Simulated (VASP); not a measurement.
Set up this calculation in VASP 6.6.1, as the native input.

```yaml
Task: single point
Functional: PBEsol
Potentials_or_basis: VASP PAW PBE potentials, release 64 (Al, P)
Cutoff: 500 eV
k_mesh: 8 × 8 × 8
Occupations: gaussian, width 0.02 eV
Spin: no spin polarisation
Dipole_correction: no
Further_INCAR_settings: ALGO = Normal; EDIFF = 1e-06; NBANDS = 11
```

The structure of AlP (e600) lies in POSCAR:

```
AlP
1.0
    0.0000000000      2.7352456927      2.7352456927
    2.7352456927      0.0000000000      2.7352456927
    2.7352456927      2.7352456927      0.0000000000
Al P
1 1
Direct
    0.0000000000      0.0000000000      0.0000000000
    0.2500000000      0.2500000000      0.2500000000
```

The input as run:

INCAR

```
ALGO = Normal
EDIFF = 1E-6
ENCUT = 500
GGA = PS
GGA_COMPAT = F
ISIF = 2
ISMEAR = 0
LASPH = T
LCHARG = F
LREAL = F
LWAVE = F
NBANDS = 11
NELM = 120
PREC = Accurate
SIGMA = 0.02
```

KPOINTS

```
k-points
0
Gamma
  8 8 8
```

Potentials or basis: VASP PAW PBE potentials, release 64 (Al, P).

Run with:

```bash
$ cat potpaw_PBE.64/Al/POTCAR potpaw_PBE.64/P/POTCAR > POTCAR
$ mpirun -np 1 vasp_std > vasp.out
```

It gave:

The pressure is 0.0 GPa and the band gap on the k mesh is 1.45 eV, indirect (least direct gap 3.15 eV).

Caveat: the PAW data sets were made with another functional, which shifts forces and pressure a little.

It took 16 s on 1 thread of AMD EPYC 7R13 (shared host), peak memory 0.12 GiB.
